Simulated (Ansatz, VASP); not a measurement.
**One calculation of Rh, two programs**

```
CELL_PARAMETERS angstrom
0.00000 1.90299 1.90299
1.90299 0.00000 1.90299
1.90299 1.90299 0.00000
ATOMIC_POSITIONS crystal
Rh 0.00000 0.00000 0.00000
```

Alike in both runs: task single point; functional LDA; k mesh 9 × 9 × 9; occupations fermi-dirac, width 0.05 eV; no spin polarisation.

```csv
,VASP,Ansatz
version,VASP 6.6.1,Ansatz 0.2.0
potentials or method,"VASP PAW LDA potentials, release 64 (Rh_pv), cutoff 520 eV","all-electron LAPW, scalar-relativistic"
```

VASP gave:

| Item | Value |
| --- | --- |
| pressure (GPa) | -11.0 |

**Question.** Estimate Ansatz's values.

**Answer.** Pressure (GPa): -11.8.

LDA's correlation is that of Perdew and Zunger in VASP and of Perdew and Wang (1992) in Ansatz. Ansatz ran all-electron here, and VASP with PAW potentials.
